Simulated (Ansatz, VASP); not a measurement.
# Two plane-wave programs on Pt

Contents of POSCAR:

```
Pt
1.0
    0.0000000000      1.9705765473      1.9705765473
    1.9705765473      0.0000000000      1.9705765473
    1.9705765473      1.9705765473      0.0000000000
Pt
1
Direct
    0.0000000000      0.0000000000      0.0000000000
```

INCAR.step1

```
SYSTEM = Pt
ALGO = Normal
EDIFF = 1E-4
ENCUT = 520
GGA = PE
ISMEAR = -1
LASPH = .True.
LCHARG = .False.
LREAL = .False.
LWAVE = .True.
NBANDS = 11
NELM = 100
PREC = Accurate
SIGMA = 0.1
```

Contents of INCAR.step2:

```
SYSTEM = Pt
ALGO = Normal
EDIFF = 1E-6
ENCUT = 520
ISIF = 2
ISMEAR = -1
ISTART = 1
LASPH = .True.
LCHARG = .True.
LELF = .True.
LMIXTAU = .True.
LREAL = .False.
LVHAR = .True.
LWAVE = .False.
METAGGA = R2SCAN
NBANDS = 11
NELM = 100
PREC = Accurate
SIGMA = 0.1
```

KPOINTS

```
k-points
0
Gamma
  15 15 15
  0 0 0
```

Input for Ansatz:

```yaml
crystal:
  lattice:
    - [0.0, 1.9705765473, 1.9705765473]
    - [1.9705765473, 0.0, 1.9705765473]
    - [1.9705765473, 1.9705765473, 0.0]
  atoms:
    - { symbol: Pt, position: [0.0, 0.0, 0.0] }
hamiltonian:
  xc: r2scan
  pseudopotentials:
    kind: paw
    azcp:
      Pt: "pseudopotentials/Pt.paw.azcp"
basis:
  ecutwfc: 500
  fft_grid_basis: typed
kpoints:
  mp_grid: { grid: [15, 15, 15], shift: [0, 0, 0] }
magnetization:
  spin_polarized: false
scf:
  occupations: { method: fermi_dirac, width: 0.1 }
  lower_state_search: "off"
output:
  stress: true
```

Alike in both runs: task single point; functional r2SCAN; k mesh 15 × 15 × 15; occupations fermi-dirac, width 0.1 eV; no spin polarisation.

|  | VASP | Ansatz |
| --- | --- | --- |
| version | VASP 6.6.1 | Ansatz 0.2.0 |
| potentials or method | VASP PAW PBE potentials, release 64 (Pt), cutoff 520 eV | plane waves (500 eV) with PAW, scalar-relativistic |
| valence electrons in the cell | 10 | 18 |

Ansatz gave:

* pressure (GPa): 0.2

**Question.** What did VASP give for the same quantities?

**Answer.** Pressure (GPa): 0.9.

VASP's potentials were made for PBE, not for r2SCAN. VASP's potentials hold 10 valence electrons a cell and Ansatz's 18, so a difference there can come from the potentials and not from the codes.

Neither program's run includes spin-orbit coupling.
